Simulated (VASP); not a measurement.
# Si3N4 (P6_3/m) in VASP: further runs

Aim: see how the results for Si3N4 move with the level of theory and the settings. Levels: PBE+D3(BJ), PBE. Tasks: electric field gradients.

Program: VASP 6.6.1. These are calculated values, not measurements. Logs are shortened: lines on timing, memory, paths and dates and some standing lists are left out, and cuts for length are marked.

**1. The cell of the first run**

It takes space group P6_3/m (No. 176, hexagonal). Conventional cell: a = 7.604 Å, b = 7.604 Å, c = 2.906 Å, α = 90.00°, β = 90.00°, γ = 120.00°. Within 2.3 Å of Si (site symmetry m) lie 4 N at 1.73 to 1.74 Å. N (site symmetry m) has 3 Si at 1.74 Å within 2.3 Å. Within 2.3 Å of N (site symmetry -6) lie 3 Si at 1.73 Å.

**2. Electric field gradients, PBE+D3(BJ)**

File INCAR:

```
SYSTEM = Si3N4
ALGO = Normal
EDIFF = 1E-8
ENCUT = 520
GGA = PE
ISIF = 2
ISMEAR = -1
IVDW = 12
LASPH = .TRUE.
LCHARG = .FALSE.
LEFG = .TRUE.
LREAL = .FALSE.
LWAVE = .FALSE.
NBANDS = 45
NELM = 100
PREC = Accurate
SIGMA = 0.02
```

File KPOINTS:

```
k-points
0
G
  4 4 10
  0 0 0
```

File POSCAR:

```
Si3N4
1.0
    7.6044000000      0.0000000000      0.0000000000
   -3.8022000000      6.5856035805      0.0000000000
    0.0000000000      0.0000000000      2.9063000000
Si N
6 8
Direct
    0.7679797073      0.1740937654      0.2500000000
    0.5938859419      0.7679797073      0.7500000000
    0.8259062346      0.5938859419      0.2500000000
    0.2320202927      0.8259062346      0.7500000000
    0.4061140581      0.2320202927      0.2500000000
    0.1740937654      0.4061140581      0.7500000000
    0.0299692780      0.3298825528      0.2500000000
    0.7000867251      0.0299692780      0.7500000000
    0.6701174472      0.7000867251      0.2500000000
    0.9700307220      0.6701174472      0.7500000000
    0.2999132749      0.9700307220      0.2500000000
    0.3298825528      0.2999132749      0.7500000000
    0.6666666667      0.3333333333      0.2500000000
    0.3333333333      0.6666666667      0.7500000000
```

Potentials or basis: VASP PAW PBE potentials, release 64 (Si, N).

Run with:

```bash
cat potpaw_PBE.64/Si/POTCAR potpaw_PBE.64/N/POTCAR > POTCAR
mpirun -np 1 vasp_std > vasp.out
```

OUTCAR:

```text
SYSTEM = Si3N4
   EDIFF = 1E-8
   ENCUT = 520
   GGA = PE
   ISIF = 2
   ISMEAR = -1
   IVDW = 12
   LASPH = .TRUE.
   LREAL = .FALSE.
   NELM = 100
   PREC = Accurate
 IVDW          = 12

 ion  position               nearest neighbor table
   1  0.768  0.174  0.250-  13 1.73   7 1.74   8 1.74   8 1.74   3 3.00   5 3.00   2 3.05   2 3.05
                             6 3.05   6 3.05
   2  0.594  0.768  0.750-  14 1.73   8 1.74   9 1.74   9 1.74   6 3.00   4 3.00   1 3.05   1 3.05
                             3 3.05   3 3.05
   3  0.826  0.594  0.250-  13 1.73   9 1.74  10 1.74  10 1.74   1 3.00   5 3.00   4 3.05   4 3.05
                             2 3.05   2 3.05
   4  0.232  0.826  0.750-  14 1.73  10 1.74  11 1.74  11 1.74   6 3.00   2 3.00   5 3.05   5 3.05
                             3 3.05   3 3.05
   5  0.406  0.232  0.250-  13 1.73  11 1.74  12 1.74  12 1.74   3 3.00   1 3.00   4 3.05   4 3.05
                             6 3.05   6 3.05
   6  0.174  0.406  0.750-  14 1.73  12 1.74   7 1.74   7 1.74   4 3.00   2 3.00   1 3.05   1 3.05
                             5 3.05   5 3.05
   7  0.030  0.330  0.250-   1 1.74   6 1.74   6 1.74
   8  0.700  0.030  0.750-   2 1.74   1 1.74   1 1.74
   9  0.670  0.700  0.250-   3 1.74   2 1.74   2 1.74
  10  0.970  0.670  0.750-   4 1.74   3 1.74   3 1.74
  11  0.300  0.970  0.250-   5 1.74   4 1.74   4 1.74
  12  0.330  0.300  0.750-   6 1.74   5 1.74   5 1.74
  13  0.667  0.333  0.250-   1 1.73   3 1.73   5 1.73
  14  0.333  0.667  0.750-   4 1.73   6 1.73   2 1.73

  LATTYP: Found a hexagonal cell.
 ALAT       =     7.6044000000
 C/A-ratio  =     0.3821866288

  Lattice vectors:

 A1 = (   7.6044000000,   0.0000000000,   0.0000000000)
 A2 = (  -3.8022000000,   6.5856035805,   0.0000000000)
 A3 = (   0.0000000000,   0.0000000000,   2.9063000000)

Analysis of symmetry for initial positions (statically):
=====================================================================
 Subroutine PRICEL returns:
 Original cell was already a primitive cell.

 Routine SETGRP: Setting up the symmetry group for a
 hexagonal supercell.

 Subroutine GETGRP returns: Found 12 space group operations
 (whereof  6 operations were pure point group operations)
 out of a pool of 24 trial point group operations.

The static configuration has the point symmetry S_6 .
 The point group associated with its full space group is C_6h.

Analysis of symmetry for dynamics (positions and initial velocities):
=====================================================================
 Subroutine PRICEL returns:
 Original cell was already a primitive cell.

 Routine SETGRP: Setting up the symmetry group for a
 hexagonal supercell.

 Subroutine GETGRP returns: Found 12 space group operations
 (whereof  6 operations were pure point group operations)
 out of a pool of 24 trial point group operations.

The dynamic configuration has the point symmetry S_6 .
 The point group associated with its full space group is C_6h.

 Subroutine INISYM returns: Found 12 space group operations
 (whereof  6 operations are pure point group operations),
 and found     1 'primitive' translations

----------------------------------------------------------------------------------------

                                     Primitive cell

  volume of cell :     145.5462

  direct lattice vectors                    reciprocal lattice vectors
     7.604400000  0.000000000  0.000000000     0.131502814  0.075923185  0.000000000
    -3.802200000  6.585603580  0.000000000     0.000000000  0.151846370  0.000000000
     0.000000000  0.000000000  2.906300000     0.000000000  0.000000000  0.344080102

  length of vectors
     7.604400000  7.604400000  2.906300000     0.151846370  0.151846370  0.344080102

  position of ions in fractional coordinates (direct lattice)
     0.767979707  0.174093765  0.250000000
     0.593885942  0.767979707  0.750000000
     0.825906235  0.593885942  0.250000000
     0.232020293  0.825906235  0.750000000
     0.406114058  0.232020293  0.250000000
     0.174093765  0.406114058  0.750000000
     0.029969278  0.329882553  0.250000000
     0.700086725  0.029969278  0.750000000
     0.670117447  0.700086725  0.250000000
     0.970030722  0.670117447  0.750000000
     0.299913275  0.970030722  0.250000000
     0.329882553  0.299913275  0.750000000
     0.666666667  0.333333333  0.250000000
     0.333333333  0.666666667  0.750000000

  ion indices of the primitive-cell ions
   primitive index   ion index
                 1           1
                 2           2
                 3           3
                 4           4
                 5           5
[... 90 lines left out ...]
   PSTRESS=    0.0 pullay stress
   NELECT =      64.0000    total number of electrons
   NUPDOWN=      -1.0000    fix difference up-down
   EMIN   =  10.00;   EMAX   =-10.00  energy-range for DOS
   EFERMI =   0.00;   METHOD = LEGACY
   ISMEAR =    -1;   SIGMA  =   0.02  broadening in eV -4-tet -1-fermi 0-gaus
   EFERMI_NEDOS =   21; number of points for ismear=-14 and -15
   IALGO  =     38    algorithm
   IMIX   =      4    mixing-type and parameters
     AMIX     =   0.40;   BMIX     =  1.00
     AMIX_MAG =   1.60;   BMIX_MAG =  1.00
  volume/ion in A,a.u.               =      10.40        70.16
  Fermi-wavevector in a.u.,A,eV,Ry     =   1.244900  2.352520 21.085986  1.549776
  Thomas-Fermi vector in A             =   2.379146
   LORBIT       =      0    0 simple, 1 ext, 2 COOP (PROOUT), +10 PAW based schemes
   GGA     = PE    functional components
   LHFCALC =     F    Hartree Fock is set to
   AEXX    =    0.0000 exact exchange contribution
   IVDW    =    12    specifies the selected vdW correction
   LEPSILON=     F    determine dielectric tensor
   LRPA    =     F    only Hartree local field effects (RPA)
 non-spin polarized calculation
  energy-cutoff  :      520.00
  volume of cell :      145.55
 maximum number of plane-waves:      3965
 NGX is ok and might be reduce to    60
   NGX = 29   NGY = 29   NGZ = 11

 number of electron      63.9999992 magnetization

 Free energy of the ion-electron system (eV)
  ---------------------------------------------------
  ext. energy  EPLUGINS =         0.00000000
  ---------------------------------------------------
  free energy    TOTEN  =      -114.49238702 eV

  energy without entropy =     -114.49238702  energy(sigma->0) =     -114.49238702

 E-fermi :   7.2235     XC(G=0): -10.8087

 val. band max:        6.7687407859   @ k =   0.0000   0.0000   0.2000
 cond. band min:      11.0956461511   @ k =   0.0000   0.0000   0.0000
 fundamental gap:      4.3269053652
 Fermi energy:         7.2235193778

 k-point     1 :       0.0000    0.0000    0.0000
  band No.  band energies     occupation
      1     -11.4558      2.00000
      2      -9.9940      2.00000
      3      -9.9940      2.00000
      4      -9.3487      2.00000
      5      -9.2225      2.00000
      6      -9.2225      2.00000
[... 1117 lines left out ...]
     43      14.4078      0.00000
     44      14.4078      0.00000
 [bands above 44 left out]

------------------------ aborting loop because EDIFF is reached ----------------------------------------

 Edisp (eV)   -3.60129

 E8    (eV) :    -1.2820

  FORCE on cell =-STRESS in cart. coord.  units (eV):
  Direction    XX          YY          ZZ          XY          YZ          ZX
  --------------------------------------------------------------------------------------
  -------------------------------------------------------------------------------------
  Total       1.01794     1.01794     1.04688    -0.00000    -0.00000     0.00000
  in kB      11.20555    11.20555    11.52405    -0.00000    -0.00000     0.00000
  external pressure =       11.31 kB  Pullay stress =        0.00 kB

 VOLUME and BASIS-vectors are now :
 -----------------------------------------------------------------------------
  energy-cutoff  :      520.00
  volume of cell :      145.55
      direct lattice vectors                 reciprocal lattice vectors
     7.604400000  0.000000000  0.000000000     0.131502814  0.075923185  0.000000000
    -3.802200000  6.585603580  0.000000000     0.000000000  0.151846370  0.000000000
     0.000000000  0.000000000  2.906300000     0.000000000  0.000000000  0.344080102

 POSITION                                       TOTAL-FORCE (eV/Angst)
 -----------------------------------------------------------------------------------
      5.17809      1.14651      0.72657        -0.025870      0.009416     -0.000000
      1.59613      5.05761      2.17972        -0.021090     -0.017696      0.000000
      4.02245      3.91110      0.72657         0.004780     -0.027112      0.000000
     -1.37589      5.43909      2.17972         0.025870     -0.009416      0.000000
      2.20607      1.52799      0.72657         0.021090      0.017696      0.000000
     -0.22025      2.67451      2.17972        -0.004780      0.027112      0.000000
     -1.02638      2.17248      0.72657        -0.009695     -0.002926     -0.000000
      5.20979      0.19737      2.17972        -0.002313     -0.009859      0.000000
      2.43397      4.61049      0.72657         0.007381     -0.006933      0.000000
      4.82858      4.41313      2.17972         0.009695      0.002926     -0.000000
     -1.40759      6.38824      0.72657         0.002313      0.009859      0.000000
      1.36823      1.97511      2.17972        -0.007381      0.006933      0.000000
      3.80220      2.19520      0.72657         0.000000      0.000000     -0.000000
     -0.00000      4.39040      2.17972         0.000000      0.000000     -0.000000
 -----------------------------------------------------------------------------------
    total drift:                               -0.000000      0.000000     -0.000000

  FREE ENERGIE OF THE ION-ELECTRON SYSTEM (eV)
  ---------------------------------------------------
  free  energy   TOTEN  =      -118.0936752911 eV

  energy  without entropy=     -118.0936752911  energy(sigma->0) =     -118.09367529

 Electric field gradients (V/A^2)
---------------------------------------------------------------------
 ion       V_xx      V_yy      V_zz      V_xy      V_xz      V_yz
---------------------------------------------------------------------
   1      -0.170     4.019    -3.850     7.368     0.000    -0.000
   2      -3.409     7.258    -3.850    -5.498    -0.000     0.000
   3       9.353    -5.503    -3.850    -1.870    -0.000    -0.000
   4      -0.170     4.019    -3.850     7.368    -0.000    -0.000
   5      -3.409     7.258    -3.850    -5.498     0.000     0.000
   6       9.353    -5.503    -3.850    -1.870    -0.000     0.000
   7       2.253   -27.768    25.515    30.394    -0.000    -0.000
   8     -46.585    21.070    25.515    -2.198    -0.000    -0.000
   9       6.060   -31.575    25.515   -28.196     0.000    -0.000
  10       2.253   -27.768    25.515    30.394    -0.000    -0.000
  11     -46.585    21.070    25.515    -2.198     0.000     0.000
  12       6.060   -31.575    25.515   -28.196     0.000    -0.000
  13      23.062    23.063   -46.125     0.001    -0.000     0.000
  14      23.062    23.063   -46.125     0.001     0.000     0.000
---------------------------------------------------------------------

 Electric field gradients after diagonalization (V/A^2)
 (convention: |V_zz| > |V_xx| > |V_yy|)
----------------------------------------------------------------------
 ion       V_xx      V_yy      V_zz     asymmetry (V_yy - V_xx)/ V_zz
----------------------------------------------------------------------
   1      -5.735    -3.850     9.585       0.197
   2      -5.735    -3.850     9.585       0.197
   3      -5.735    -3.850     9.585       0.197
   4      -5.735    -3.850     9.585       0.197
   5      -5.735    -3.850     9.585       0.197
   6      -5.735    -3.850     9.585       0.197
   7      25.515    21.141   -46.656       0.094
   8      25.515    21.141   -46.656       0.094
   9      25.515    21.142   -46.656       0.094
  10      25.515    21.141   -46.656       0.094
  11      25.515    21.141   -46.656       0.094
  12      25.515    21.142   -46.656       0.094
  13      23.063    23.062   -46.125       0.000
  14      23.063    23.062   -46.125       0.000
----------------------------------------------------------------------

           NMR quadrupolar parameters

 Cq : quadrupolar parameter    Cq=e*Q*V_zz/h
 eta: asymmetry parameters     (V_yy - V_xx)/ V_zz
 Q  : nuclear electric quadrupole moment in mb (millibarn)
----------------------------------------------------------------------
 ion       Cq(MHz)       eta       Q (mb)
----------------------------------------------------------------------
   1       0.023       0.197       1.000
   2       0.023       0.197       1.000
   3       0.023       0.197       1.000
   4       0.023       0.197       1.000
   5       0.023       0.197       1.000
   6       0.023       0.197       1.000
   7      -0.113       0.094       1.000
   8      -0.113       0.094       1.000
   9      -0.113       0.094       1.000
  10      -0.113       0.094       1.000
  11      -0.113       0.094       1.000
  12      -0.113       0.094       1.000
  13      -0.112       0.000       1.000
  14      -0.112       0.000       1.000
----------------------------------------------------------------------
```

It took 2.2 min on 1 thread of Intel Xeon Platinum 8559C (Emerald Rapids), shared host; peak memory 0.34 GiB.

Results:

| Quantity | Value |
| --- | --- |
| Free energy | -118.0937 eV |
| Pressure | 1.1 GPa |
| Largest force | 0.028 eV/Å |
| Band gap on the k mesh | 4.33 eV, indirect (least direct gap 4.52 eV) |
| Dispersion energy per atom | -0.257 eV |

Forces in eV/Å, atoms in the order of the input:
```
Si  -0.026  0.009  0.000
Si  -0.021 -0.018  0.000
Si   0.005 -0.027  0.000
Si   0.026 -0.009  0.000
Si   0.021  0.018  0.000
Si  -0.005  0.027  0.000
N   -0.010 -0.003  0.000
N   -0.002 -0.010  0.000
N    0.007 -0.007  0.000
N    0.010  0.003  0.000
N    0.002  0.010  0.000
N   -0.007  0.007  0.000
N    0.000  0.000  0.000
N    0.000  0.000  0.000
```

Electric field gradients, principal values (V/Å²):
| atom | least | middle | greatest (by size) |
| --- | --- | --- | --- |
| 1 Si | -3.850 | -5.735 | 9.585 |
| 2 Si | -3.850 | -5.735 | 9.585 |
| 3 Si | -3.850 | -5.735 | 9.585 |
| 4 Si | -3.850 | -5.735 | 9.585 |
| 5 Si | -3.850 | -5.735 | 9.585 |
| 6 Si | -3.850 | -5.735 | 9.585 |
| 7 N | 21.141 | 25.515 | -46.656 |
| 8 N | 21.141 | 25.515 | -46.656 |
| 9 N | 21.142 | 25.515 | -46.656 |
| 10 N | 21.141 | 25.515 | -46.656 |
| 11 N | 21.141 | 25.515 | -46.656 |
| 12 N | 21.142 | 25.515 | -46.656 |
| 13 N | 23.062 | 23.063 | -46.125 |
| 14 N | 23.062 | 23.063 | -46.125 |

Caveat: three body term missing; without QUAD_EFG the Cq values of the log hold for a quadrupole moment of 1 mb, not for the nuclei. A k mesh can miss the band edges.

[end of part 1 of 2]
